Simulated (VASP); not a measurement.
Runs of VASP 6.6.1 on PbS. The structure is that of space group Pm-3m (No. 221), or close to it. The cells are those of the table. 

```csv
cell,gap on the mesh (eV),pressure (GPa)
"a = 3.654, b = 3.654, c = 3.745 Å, 2 atoms",none,-4.6
"a = 3.654, b = 3.654, c = 3.836 Å, 2 atoms",none,(a)
"a = 3.654, b = 3.654, c = 3.562 Å, 2 atoms",none,-2.2
"a = 3.654, b = 3.654, c = 3.471 Å, 2 atoms",none,-0.6
```

Alike in all rows: task single point; level PBEsol; potentials or basis VASP PAW PBE potentials, release 64 (Pb_d, S); no spin polarisation; k mesh 14 × 14 × 14; cutoff (eV) 520; smearing gaussian 0.15 eV.

Q: Fill in the values left out.

A: (a) -5.6.

Caveats: the PAW data sets were made with another functional, which shifts forces and pressure a little; spin-orbit coupling is left out, which moves the levels of the heavy elements; semilocal functionals underestimate gaps, and a narrow one can read as zero (at least some runs); the cell stands under tension (at least some runs).

A k mesh can miss the band edges, and the runs leave out spin-orbit coupling on Pb.

A gap of «none» marks levels without a gap at the run's occupations.
